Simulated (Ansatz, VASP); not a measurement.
## Two plane-wave programs on WSe2

```
W Se
1.0
     3.29721    0.00000    0.00000
    -1.64861    2.85547    0.00000
     0.00000    0.00000    7.15482
W Se
1 2
Direct
  0.00000 0.00000 0.00000
  0.33333 0.66667 0.23282
  0.33333 0.66667 0.76718
```

Change from the starting cell: uniaxial_z strain -0.4%.

Alike in both runs: task single point; functional PBE; k mesh 12 × 12 × 4; occupations fermi-dirac, width 0.02 eV; no spin polarisation.

|  | VASP | Ansatz |
| --- | --- | --- |
| version | VASP 6.6.1 | Ansatz 0.2.0 |
| potentials or method | VASP PAW PBE potentials, release 64 (W_sv, Se) | plane waves, PAW |
| plane-wave cutoff (eV) | 520 | 420 |
| valence electrons in the cell | 26 | 46 |

|  | VASP | Ansatz | Ansatz less VASP |
| --- | --- | --- | --- |
| gap on the k mesh at the Fermi level (eV) | 1.35 | 1.36 | +0.003 |
| pressure (GPa) | 3.4 | 3.1 | -0.29 |
| traceless stress, the component that is largest in VASP (GPa) | 1.03 | 0.95 | -0.075 |
| rms of the force components (eV/Å) | 0.161 | 0.139 | -0.0228 |

Atom by atom the forces differ by 0.023 eV/Å (rms over components). VASP's potentials hold 26 valence electrons a cell and Ansatz's 46, so a difference there can come from the potentials and not from the codes.

Neither program's run includes spin-orbit coupling.
